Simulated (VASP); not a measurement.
C, 8 atoms in the cell. The structure is hexagonal, space group P6_3/mmc (No. 194). The conventional cell has a = 2.535 Å, b = 2.535 Å, c = 8.362 Å, α = 90.00°, β = 90.00°, γ = 120.00°. C (site symmetry 3m) has 4 C at 1.55 Å within 2.1 Å. C (site symmetry 3m) has 4 C at 1.55 to 1.58 Å within 2.1 Å. 

| Item | Value |
| --- | --- |
| Program | VASP 6.6.1 |
| Task | single point |
| Functional | r2SCAN |
| Potentials or basis | VASP PAW PBE potentials, release 64 (C_h) |
| Cutoff | 1430 eV |
| k mesh | 12 × 12 × 4 |
| Occupations | gaussian, width 0.02 eV |
| Spin | no spin polarisation |
| Dipole correction | no |
| Further INCAR settings | ALGO = Normal; EDIFF = 1e-06; NBANDS = 26 |

Potentials or basis: VASP PAW PBE potentials, release 64 (C_h).

Launch:

```sh
$ cat potpaw_PBE.64/C_h/POTCAR > POTCAR
$ cp INCAR.step1 INCAR
$ mpirun -np 1 vasp_std > vasp.out
$ cp INCAR.step2 INCAR
$ mpirun -np 1 vasp_std > vasp.out
```

Hardware: 1 thread of AMD EPYC 9R45 96-Core Processor (Zen 5), on a shared host.

How long does it take, and how much memory?

It took 8.1 min on 1 thread of AMD EPYC 9R45 96-Core Processor (Zen 5), with other jobs on the host, peak memory 0.45 GiB. Counts: k points 57.
